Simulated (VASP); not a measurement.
Here is a VASP 6.6.1 calculation.

The input INCAR:

```
PREC     = Accurate       # precision mode
ENCUT    = 600            # plane-wave cutoff, eV
EDIFF    = 1E-6           # SCF threshold, eV
ISMEAR   = 0              # smearing method
SIGMA    = 0.1            # smearing width, eV
LREAL    = F              # projectors in reciprocal space
LASPH    = T              # aspherical terms in the spheres
NELM     = 100            # most SCF steps
ALGO     = Normal         # electronic algorithm
ISIF     = 3              # what is computed and relaxed
LWAVE    = F              # write WAVECAR
LCHARG   = F              # write CHGCAR
GGA      = PE             # functional
IBRION   = 2              # ionic algorithm
NSW      = 90             # ionic steps
EDIFFG   = -0.04          # ionic threshold
```

File KPOINTS:

```
Automatic mesh
0
Gamma
  8 6 8
```

The input POSCAR:

```
C
1.0
    2.0930722400      0.0000000000      0.0000000000
    0.0000000000      3.1455266200      0.0000000000
    0.0000000000      0.0000000000      2.0175486700
C
2
Direct
    0.0000000000      0.0000000000      0.6687917700
    0.5000000000      0.5000000000      0.3312082300
```

Potentials or basis: VASP PAW PBE potentials, release 64 (C).

Launch:

```sh
$ cat potpaw_PBE.64/C/POTCAR > POTCAR
$ mpirun -np 1 vasp_std > vasp.out
```

Predict the band gap on the k mesh.

zero (band 4 reaches 15.99 eV, above the bottom of band 5 at 6.81 eV).

What does it give for the relaxed cell?

a = 1.933 Å, b = 3.654 Å, c = 1.585 Å, α = 90.00°, β = 90.00°, γ = 90.00°.

Forces on the atoms (eV/Å):
```
C    0.000  0.000 -0.030
C    0.000  0.000  0.030
```

Caveat: the k points lie up to 0.50 Å⁻¹ apart in the final cell.
